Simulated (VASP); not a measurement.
# Ba in VASP: notebook

Runs on Ba. Level: PBE. Tasks: single point, relaxation of cell and atoms.

Everything below comes from runs of VASP 6.6.1. Logs are shortened: lines on timing, memory, paths and dates and some standing lists are left out, and cuts for length are marked.

## Step 1: The cell of the first run

The structure is cubic, space group Pm-3m (No. 221). The conventional cell has a = 3.945 Å, b = 3.945 Å, c = 3.945 Å, α = 90.00°, β = 90.00°, γ = 90.00°. Ba (site symmetry m-3m) has 6 Ba at 3.94 Å within 5.2 Å.

The cell was generated, and may not be a known phase.

## Step 2: Single point, PBE

INCAR

```
SYSTEM = Ba
PREC = Accurate
ENCUT = 520
EDIFF = 1E-6
ISMEAR = 0
SIGMA = 0.1
LREAL = .FALSE.
LASPH = .TRUE.
NELM = 60
ALGO = Normal
ISIF = 2
LWAVE = .FALSE.
LCHARG = .FALSE.
GGA = PE
NBANDS = 11
```

KPOINTS

```
regular mesh
0
G
  14 14 14
  0 0 0
```

POSCAR

```
Ba
1.0
    3.9446312776      0.0000000000      0.0000000000
    0.0000000000      3.9446312776      0.0000000000
    0.0000000000      0.0000000000      3.9446312776
Ba
1
Direct
    0.0000000000      0.0000000000      0.0000000000
```

Potentials or basis: VASP PAW PBE potentials, release 64 (Ba_sv).

Started as:

```bash
$ cat potpaw_PBE.64/Ba_sv/POTCAR > POTCAR
$ mpirun -np 1 vasp_std > vasp.out
```

OUTCAR:

```text
SYSTEM = Ba
   PREC = Accurate
   ENCUT = 520
   EDIFF = 1E-6
   ISMEAR = 0
   LREAL = .FALSE.
   LASPH = .TRUE.
   NELM = 60
   ISIF = 2
   GGA = PE

 ion  position               nearest neighbor table
   1  0.000  0.000  0.000-

  LATTYP: Found a simple cubic cell.
 ALAT       =     3.9446312776

  Lattice vectors:

 A1 = (   3.9446312776,   0.0000000000,   0.0000000000)
 A2 = (   0.0000000000,   3.9446312776,   0.0000000000)
 A3 = (   0.0000000000,   0.0000000000,   3.9446312776)

Analysis of symmetry for initial positions (statically):
=====================================================================
 Subroutine PRICEL returns:
 Original cell was already a primitive cell.

 Routine SETGRP: Setting up the symmetry group for a
 simple cubic supercell.

 Subroutine GETGRP returns: Found 48 space group operations
 (whereof 48 operations were pure point group operations)
 out of a pool of 48 trial point group operations.

The static configuration has the point symmetry O_h .

Analysis of symmetry for dynamics (positions and initial velocities):
=====================================================================
 Subroutine PRICEL returns:
 Original cell was already a primitive cell.

 Routine SETGRP: Setting up the symmetry group for a
 simple cubic supercell.

 Subroutine GETGRP returns: Found 48 space group operations
 (whereof 48 operations were pure point group operations)
 out of a pool of 48 trial point group operations.

The dynamic configuration has the point symmetry O_h .

 Subroutine INISYM returns: Found 48 space group operations
 (whereof 48 operations are pure point group operations),
 and found     1 'primitive' translations

----------------------------------------------------------------------------------------

                                     Primitive cell

  volume of cell :      61.3789

  direct lattice vectors                    reciprocal lattice vectors
     3.944631278  0.000000000  0.000000000     0.253509119  0.000000000  0.000000000
     0.000000000  3.944631278  0.000000000     0.000000000  0.253509119  0.000000000
     0.000000000  0.000000000  3.944631278     0.000000000  0.000000000  0.253509119

  length of vectors
     3.944631278  3.944631278  3.944631278     0.253509119  0.253509119  0.253509119

  position of ions in fractional coordinates (direct lattice)
     0.000000000  0.000000000  0.000000000

  ion indices of the primitive-cell ions
   primitive index   ion index
                 1           1

[... 77 lines left out ...]
   ISIF   =      2    stress and relaxation
   ISYM   =      2    0-nonsym 1-usesym 2-fastsym
   POTIM  = 0.5000    time-step for ionic-motion
   TEBEG  =    0.0;   TEEND  =   0.0 temperature during run
   PSTRESS=    0.0 pullay stress
   NELECT =      10.0000    total number of electrons
   NUPDOWN=      -1.0000    fix difference up-down
   EMIN   =  10.00;   EMAX   =-10.00  energy-range for DOS
   EFERMI =   0.00;   METHOD = LEGACY
   ISMEAR =     0;   SIGMA  =   0.10  broadening in eV -4-tet -1-fermi 0-gaus
   EFERMI_NEDOS =   21; number of points for ismear=-14 and -15
   IALGO  =     38    algorithm
   IMIX   =      4    mixing-type and parameters
     AMIX     =   0.40;   BMIX     =  1.00
     AMIX_MAG =   1.60;   BMIX_MAG =  1.00
  volume/ion in A,a.u.               =      61.38       414.21
  Fermi-wavevector in a.u.,A,eV,Ry     =   0.894132  1.689665 10.877483  0.799472
  Thomas-Fermi vector in A             =   2.016298
   LORBIT       =      0    0 simple, 1 ext, 2 COOP (PROOUT), +10 PAW based schemes
   GGA     = PE    functional components
   LHFCALC =     F    Hartree Fock is set to
   AEXX    =    0.0000 exact exchange contribution
   IVDW    =     0    specifies the selected vdW correction
   LEPSILON=     F    determine dielectric tensor
   LRPA    =     F    only Hartree local field effects (RPA)
 non-spin polarized calculation
 Gauss-broadening in eV      SIGMA  =   0.10
  energy-cutoff  :      520.00
  volume of cell :       61.38
 maximum number of plane-waves:      1675
 NGX is ok and might be reduce to    30

 number of electron      10.0000000 magnetization

 Free energy of the ion-electron system (eV)
  ---------------------------------------------------
  ext. energy  EPLUGINS =         0.00000000
  ---------------------------------------------------
  free energy    TOTEN  =        -1.59968324 eV

  energy without entropy =       -1.59674983  energy(sigma->0) =       -1.59821654

 E-fermi :   1.6633     XC(G=0):  -7.4765

 val. band max:        1.6191488469   @ k =   0.5000   0.2143   0.1429
 cond. band min:       1.6928304271   @ k =   0.5000   0.5000   0.4286
 fundamental gap:      0.0736815802
 Fermi energy:         1.6633123542

 k-point     1 :       0.0000    0.0000    0.0000
  band No.  band energies     occupation
      1     -27.4998      2.00000
      2     -12.3317      2.00000
      3     -12.3317      2.00000
      4     -12.3317      2.00000
      5      -0.9168      2.00000
      6       1.7035      0.56945
      7       1.7035      0.56945
      8       6.5346      0.00000
      9       6.5346      0.00000
     10       6.5346      0.00000
     11       9.2799      0.00000
[... 309 lines left out ...]
 k-point    24 :       0.3571    0.2143    0.0000
  band No.  band energies     occupation
      1     -27.4288      2.00000
      2     -12.8845      2.00000
      3     -12.5581      2.00000
      4     -12.2526      2.00000
      5       0.9554      2.00000
      6       2.1318      0.00000
      7       3.0674      0.00000
      8       4.2910      0.00000
      9       4.7331      0.00000
     10       5.7290      0.00000
     11       7.9148      0.00000

 [... further k-points ...]

------------------------ aborting loop because EDIFF is reached ----------------------------------------

  FORCE on cell =-STRESS in cart. coord.  units (eV):
  Direction    XX          YY          ZZ          XY          YZ          ZX
  --------------------------------------------------------------------------------------
  -------------------------------------------------------------------------------------
  Total        0.0526233      0.0526233      0.0526233     -0.0000000     -0.0000000      0.0000000
  in kB        1.3736284      1.3736284      1.3736284     -0.0000000     -0.0000000      0.0000000
  external PRESSURE =       1.3736284 kB  Pullay stress =       0.0000000 kB

 VOLUME and BASIS-vectors are now :
 -----------------------------------------------------------------------------
  energy-cutoff  :      520.00
  volume of cell :       61.38
      direct lattice vectors                 reciprocal lattice vectors
     3.944631278  0.000000000  0.000000000     0.253509119  0.000000000  0.000000000
     0.000000000  3.944631278  0.000000000     0.000000000  0.253509119  0.000000000
     0.000000000  0.000000000  3.944631278     0.000000000  0.000000000  0.253509119

 POSITION                                       TOTAL-FORCE (eV/Angst)
 -----------------------------------------------------------------------------------
      0.00000      0.00000      0.00000         0.000000      0.000000      0.000000
 -----------------------------------------------------------------------------------
    total drift:                               -0.000000      0.000000     -0.000000

  FREE ENERGIE OF THE ION-ELECTRON SYSTEM (eV)
  ---------------------------------------------------
  free  energy   TOTEN  =        -1.5996832403 eV

  energy  without entropy=       -1.5967498304  energy(sigma->0) =       -1.59821654
```

OSZICAR:

```text
N       E                     dE             d eps       ncg     rms          rms(c)
DAV:   1     0.548148851866E+02    0.54815E+02   -0.42760E+03  2648   0.753E+02
DAV:   2     0.107792738708E+01   -0.53737E+02   -0.52466E+02  3238   0.138E+02
DAV:   3    -0.151654432609E+01   -0.25945E+01   -0.25796E+01  3419   0.310E+01
DAV:   4    -0.159753629220E+01   -0.80992E-01   -0.80815E-01  3467   0.494E+00
DAV:   5    -0.159959141684E+01   -0.20551E-02   -0.20543E-02  3659   0.625E-01    0.190E+00
DAV:   6    -0.159871099829E+01    0.88042E-03   -0.70694E-03  3328   0.695E-01    0.112E+00
DAV:   7    -0.159933875314E+01   -0.62775E-03   -0.15130E-02  3222   0.111E+00    0.716E-02
DAV:   8    -0.159968337172E+01   -0.34462E-03   -0.56314E-04  3274   0.184E-01    0.269E-02
DAV:   9    -0.159968536229E+01   -0.19906E-05   -0.12905E-05  3329   0.258E-02    0.392E-03
DAV:  10    -0.159968349309E+01    0.18692E-05   -0.12784E-06  3260   0.920E-03    0.894E-04
DAV:  11    -0.159968324030E+01    0.25278E-06   -0.50370E-08  1725   0.138E-03
   1 F= -.15996832E+01 E0= -.15982165E+01  d E =-.293341E-02
```

stdout:

```text
POSCAR found type information on POSCAR Ba
 POSCAR found :  1 types and       1 ions
 scaLAPACK will be used
 LDA part: xc-table for (Slater+PW92), standard interpolation
 POSCAR, INCAR and KPOINTS ok, starting setup
 FFT: planning ... GRIDC
 FFT: planning ... GRID_SOFT
 FFT: planning ... GRID
 WAVECAR not read
 entering main loop
```

Wall time 69 s (1 thread of Oxide Virtual Turin-like, shared host); peak memory 0.19 GiB.

Results:

- Free energy: -1.5997 eV
- Pressure: 0.1 GPa
- Band gap on the k mesh: zero (bands 5 and 6 overlap by 0.09 eV)

Caveat: spin-orbit coupling is left out, which moves the levels of the heavy elements.

## Step 3: Single point, PBE

This run uses another cell than the first one: it holds 4 atoms, not 1.

INCAR

```
PREC     = Accurate       # precision mode
ENCUT    = 520            # plane-wave cutoff, eV
EDIFF    = 1E-6           # SCF threshold, eV
ISMEAR   = 0              # smearing method
SIGMA    = 0.1            # smearing width, eV
LREAL    = False          # projectors in reciprocal space
LASPH    = True           # aspherical terms in the spheres
NELM     = 60             # most SCF steps
ALGO     = Normal         # electronic algorithm
ISIF     = 2              # what is computed and relaxed
LWAVE    = False          # write WAVECAR
LCHARG   = False          # write CHGCAR
GGA      = PE             # functional
NBANDS   = 28             # bands
```

KPOINTS

```
regular mesh
0
Gamma
  4 4 2
```

POSCAR

```
Ba
1.0
    3.8961102231     -3.9045968086      0.0000000000
    3.8961102231      3.9045968086      0.0000000000
    0.0000000000      0.0000000000      7.8071870364
Ba
4
Direct
    0.2500340257      0.7499659743      0.2500354290
    0.7499659743      0.2500340257      0.2500354290
    0.2500340257      0.7499659743      0.7499645710
    0.7499659743      0.2500340257      0.7499645710
```

Potentials or basis: VASP PAW PBE potentials, release 64 (Ba_sv).

Started as:

```bash
$ cat potpaw_PBE.64/Ba_sv/POTCAR > POTCAR
$ mpirun -np 1 vasp_std > vasp.out
```

OUTCAR:

```text
PREC = Accurate
   ENCUT = 520
   EDIFF = 1E-6
   ISMEAR = 0
   LREAL = False
   LASPH = True
   NELM = 60
   ISIF = 2
   GGA = PE

 ion  position               nearest neighbor table
   1  0.250  0.750  0.250-   2 3.90   2 3.90   3 3.90   2 3.90   3 3.90   2 3.91
   2  0.750  0.250  0.250-   1 3.90   1 3.90   4 3.90   1 3.90   4 3.90   1 3.91
   3  0.250  0.750  0.750-   4 3.90   4 3.90   1 3.90   4 3.90   1 3.90   4 3.91
   4  0.750  0.250  0.750-   3 3.90   3 3.90   2 3.90   3 3.90   2 3.90   3 3.91

  LATTYP: Found a base centered orthorhombic cell.
[... 623 lines left out ...]
  --------------------------------------------------------------------------------------
  -------------------------------------------------------------------------------------
  Total        0.3179003      0.2410833      0.2804412      0.0000000      0.0000000      0.0000000
  in kB        2.1442208      1.6260944      1.8915610      0.0000000      0.0000000      0.0000000
  external PRESSURE =       1.8872921 kB  Pullay stress =       0.0000000 kB

 VOLUME and BASIS-vectors are now :
 -----------------------------------------------------------------------------
  energy-cutoff  :      520.00
  volume of cell :      237.54
      direct lattice vectors                 reciprocal lattice vectors
     3.896110223 -3.904596809  0.000000000     0.128333125 -0.128054195  0.000000000
     3.896110223  3.904596809  0.000000000     0.128333125  0.128054195  0.000000000
     0.000000000  0.000000000  7.807187036     0.000000000  0.000000000  0.128087107

 POSITION                                       TOTAL-FORCE (eV/Angst)
 -----------------------------------------------------------------------------------
      3.89611      1.95203      1.95207         0.000000      0.000702     -0.000996
      3.89611     -1.95203      1.95207         0.000000     -0.000702     -0.000996
      3.89611      1.95203      5.85511         0.000000      0.000702      0.000996
      3.89611     -1.95203      5.85511         0.000000     -0.000702      0.000996
 -----------------------------------------------------------------------------------
    total drift:                                0.000000      0.000000      0.000000

  FREE ENERGIE OF THE ION-ELECTRON SYSTEM (eV)
  ---------------------------------------------------
  free  energy   TOTEN  =        -6.3315999399 eV

  energy  without entropy=       -6.3154558175  energy(sigma->0) =       -6.32352788
```

It took 1.8 min on 1 thread of Oxide Virtual Turin-like, shared host; peak memory 0.3 GiB.

What came out:

```yaml
Free_energy: -6.3316 eV
Pressure: 0.2 GPa
Band_gap_on_the_k_mesh: zero (bands 20 and 21 overlap by 0.01 eV)
```

Caveat: the k points lie up to 0.40 Å⁻¹ apart; spin-orbit coupling is left out, which moves the levels of the heavy elements.

## Step 4: Relaxation of cell and atoms, PBE

This run uses another cell than the first one, of 59.38 Å³/atom.

INCAR

```
ALGO     = Fast           # electronic algorithm
EDIFF    = 1E-6           # SCF threshold, eV
EDIFFG   = -0.01          # ionic threshold
ENCUT    = 600            # plane-wave cutoff, eV
GGA      = PE             # functional
IBRION   = 2              # ionic algorithm
ISIF     = 3              # what is computed and relaxed
ISMEAR   = 0              # smearing method
LASPH    = True           # aspherical terms in the spheres
LCHARG   = False          # write CHGCAR
LREAL    = False          # projectors in reciprocal space
LWAVE    = False          # write WAVECAR
NELM     = 60             # most SCF steps
NSW      = 100            # ionic steps
PREC     = Accurate       # precision mode
SIGMA    = 0.1            # smearing width, eV
```

KPOINTS

```
k-points
0
Gamma
  14 14 14
```

POSCAR

```
Ba
1.0
    3.9014335166      0.0000000000      0.0000000000
    0.0000000000      3.9014335166      0.0000000000
    0.0000000000      0.0000000000      3.9014335166
Ba
1
Direct
    0.0000000000      0.0000000000      0.0000000000
```

Potentials or basis: VASP PAW PBE potentials, release 64 (Ba_sv).

Started as:

```bash
$ cat potpaw_PBE.64/Ba_sv/POTCAR > POTCAR
$ mpirun -np 1 vasp_std > vasp.out
```

OUTCAR:

```text
EDIFF = 1E-6
   EDIFFG = -0.01
   ENCUT = 600
   GGA = PE
   IBRION = 2
   ISIF = 3
   ISMEAR = 0
   LASPH = True
   LREAL = False
   NELM = 60
   NSW = 100
   PREC = Accurate

 ion  position               nearest neighbor table
   1  0.000  0.000  0.000-

  LATTYP: Found a simple cubic cell.
 ALAT       =     3.9014335166

  Lattice vectors:

 A1 = (   3.9014335166,   0.0000000000,   0.0000000000)
 A2 = (   0.0000000000,   3.9014335166,   0.0000000000)
 A3 = (   0.0000000000,   0.0000000000,   3.9014335166)

Analysis of symmetry for initial positions (statically):
=====================================================================
 Subroutine PRICEL returns:
 Original cell was already a primitive cell.

 Routine SETGRP: Setting up the symmetry group for a
 simple cubic supercell.

 Subroutine GETGRP returns: Found 48 space group operations
 (whereof 48 operations were pure point group operations)
 out of a pool of 48 trial point group operations.

The static configuration has the point symmetry O_h .

Analysis of symmetry for dynamics (positions and initial velocities):
=====================================================================
 Subroutine PRICEL returns:
 Original cell was already a primitive cell.

 Routine SETGRP: Setting up the symmetry group for a
 simple cubic supercell.
[... 162 lines left out ...]
  Total        0.1558899      0.1558899      0.1558899      0.0000000     -0.0000000      0.0000000
  in kB        4.2058712      4.2058712      4.2058712      0.0000000     -0.0000000      0.0000000
  external PRESSURE =       4.2058712 kB  Pullay stress =       0.0000000 kB
[... 57 lines left out ...]
--------------------------------------- Ionic step        3  -------------------------------------------

 number of electron      10.0000001 magnetization

 Free energy of the ion-electron system (eV)
  ---------------------------------------------------
  ext. energy  EPLUGINS =         0.00000000
  ---------------------------------------------------
  free energy    TOTEN  =        -1.60017271 eV

  energy without entropy =       -1.59715091  energy(sigma->0) =       -1.59866181

 E-fermi :   1.5868     XC(G=0):  -7.4040

 val. band max:        1.5604599198   @ k =   0.5000   0.5000   0.5000
 cond. band min:       1.5917444753   @ k =   0.5000   0.1429   0.1429
 fundamental gap:      0.0312845554
 Fermi energy:         1.5868472261

 k-point     1 :       0.0000    0.0000    0.0000
  band No.  band energies     occupation
      1     -27.6002      2.00000
      2     -12.4515      2.00000
      3     -12.4515      2.00000
      4     -12.4515      2.00000
      5      -0.9863      2.00000
      6       1.6418      0.43700
      7       1.6418      0.43700
      8       6.3539      0.00000
      9       6.3539      0.00000
[... 265 lines left out ...]
 k-point    24 :       0.3571    0.2143    0.0000
  band No.  band energies     occupation
      1     -27.5351      2.00000
      2     -12.9700      2.00000
      3     -12.6637      2.00000
      4     -12.3777      2.00000
      5       0.8618      2.00000
      6       2.0500      0.00000
      7       2.9567      0.00000
      8       4.1526      0.00000
      9       4.6049      0.00000

 [... further k-points ...]
[... 5 lines left out ...]
  --------------------------------------------------------------------------------------
  -------------------------------------------------------------------------------------
  Total       -0.0057818     -0.0057818     -0.0057818      0.0000000      0.0000000     -0.0000000
  in kB       -0.1475708     -0.1475708     -0.1475708      0.0000000      0.0000000     -0.0000000
  external PRESSURE =      -0.1475708 kB  Pullay stress =       0.0000000 kB
[... 16 lines left out ...]
  FREE ENERGIE OF THE ION-ELECTRON SYSTEM (eV)
  ---------------------------------------------------
  free  energy   TOTEN  =        -1.6001727076 eV

  energy  without entropy=       -1.5971509068  energy(sigma->0) =       -1.59866181

 reached required accuracy - stopping structural energy minimisation
```

Run time: 3 min. Hardware: 1 thread of Oxide Virtual Turin-like, shared host; peak memory 0.21 GiB.

What came out:

```yaml
Free_energy: -1.6002 eV
Relaxed_volume: 62.77 Å³/atom
Relaxed_cell: a = 3.974 Å, b = 3.974 Å, c = 3.974 Å, α = 90.00°, β = 90.00°, γ = 90.00°
Space_group_after_relaxing_to_0.1_Å: Pm-3m (No. 221)
Energy_gained_by_relaxing: 3.8 meV/atom
Ionic_steps: 3
Pressure_after_relaxing: 0.0 GPa
Band_gap_on_the_k_mesh: zero (bands 5 and 6 overlap by 0.06 eV)
```

Step by step:
```csv
step,energy change (eV),largest force (eV/Å),pressure (GPa),volume (Å³)
1,0.0000,0.0000,0.42,59.38
2,-0.0027,0.0000,0.25,60.73
3,-0.0038,0.0000,-0.01,62.77
```

Final structure:
```
Ba
1.0
     3.97428    0.00000    0.00000
     0.00000    3.97428    0.00000
     0.00000    0.00000    3.97428
Ba
1
Direct
  0.00000 0.00000 0.00000
```

Caveat: spin-orbit coupling is left out, which moves the levels of the heavy elements.

## Step 5: The runs side by side

```tsv
task	cell	k mesh	cutoff (eV)	gap on the mesh (eV)	pressure (GPa)
single point	a = 3.945 Å, 1 atom, atomic positions A	14 × 14 × 14	520	none	0.1
single point	a = 5.516, b = 5.516, c = 7.807 Å, angles 90.0, 90.0, 90.1°, 4 atoms, atomic positions B	4 × 4 × 2	520	none	0.2
relaxation of cell and atoms	relaxed from a = 3.901 Å, 1 atom, atomic positions A	14 × 14 × 14	600	none	0.0
```

Alike in all rows: level PBE; potentials or basis VASP PAW PBE potentials, release 64 (Ba_sv); no spin polarisation; smearing gaussian 0.1 eV.

Caveats: some runs use coarse meshes; spin-orbit coupling is left out, which moves the levels of the heavy elements.

Absolute energies hang on the potentials; compare differences alone.

The gap in the log of VASP goes by the Fermi energy; the results here count the filled bands.